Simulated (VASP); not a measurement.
A run of VASP 6.6.1 is set up as follows.

Contents of INCAR:

```
SYSTEM = Al3SiPd2
  PREC = Accurate
  ENCUT = 520
  EDIFF = 1E-6
  ISMEAR = 0
  SIGMA = 0.1
  LREAL = .FALSE.
  LASPH = .TRUE.
  NELM = 80
  ALGO = Fast
  ISIF = 2
  LWAVE = .FALSE.
  LCHARG = .FALSE.
  GGA = PE
  NBANDS = 26
```

File KPOINTS:

```
regular mesh
0
G
  4 4 4
  0 0 0
```

The input POSCAR:

```
Al3SiPd2
1.0
    2.6025003700     -4.3706603300      0.0000000000
    2.6025003700      4.3706603300      0.0000000000
    0.0000000000      0.0000000000      4.0382185100
Al Si Pd
3 1 2
Direct
    0.6610916900      0.3389083100      0.0000000000
    0.3389083100      0.6610916900      0.0000000000
    0.5000000000      0.5000000000      0.5000000000
    0.0000000000      0.0000000000      0.0000000000
    0.5000000000      0.0000000000      0.5000000000
    0.0000000000      0.5000000000      0.5000000000
```

Potentials or basis: VASP PAW PBE potentials, release 64 (Al, Si, Pd).

Run with:

```bash
$ cat potpaw_PBE.64/Al/POTCAR potpaw_PBE.64/Si/POTCAR potpaw_PBE.64/Pd/POTCAR > POTCAR
$ mpirun -np 1 vasp_std > vasp.out
```

(1) What does it give for the band gap on the k mesh?

(2) Estimate the pressure.

(3) Estimate the largest force.

Answers

(1) zero (an odd number of electrons rules out a gap without spin polarisation).

(2) 14.6 GPa.

(3) 0.880 eV/Å.

Caveat: the k points lie up to 0.39 Å⁻¹ apart, too coarse for converged energies and pressures of a metal.
